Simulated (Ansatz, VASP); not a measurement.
**Two plane-wave programs on Si2Mo**

```
Si Mo
1.0
    -1.60845    1.60845    3.93628
     1.60845   -1.60845    3.93628
     1.60845    1.60845   -3.93628
Si Mo
2 1
Direct
  0.33512 0.33512 0.00000
  0.66488 0.66488 0.00000
  0.00000 0.00000 0.00000
```

Alike in both runs: functional PBE; k mesh 18 × 18 × 18; occupations methfessel-paxton of order 1, width 0.2 eV; no spin polarisation.

Ansatz relaxed the structure, and its values are those at the end. VASP's run is a single point on that final structure, the one shown.

|  | VASP | Ansatz |
| --- | --- | --- |
| version | VASP 6.6.1 | Ansatz 0.2.0 |
| potentials or method | VASP PAW PBE potentials, release 64 (Si, Mo_sv), cutoff 520 eV | scalar-relativistic, plane waves, PAW |
| valence electrons in the cell | 22 | 22 |

```csv
,VASP,Ansatz,Ansatz less VASP
gap on the k mesh at the Fermi level (eV),none,none,-
pressure (GPa),0.2,0.0,-0.16
```

A gap of «none» marks a metal or a gap that the smearing closes.
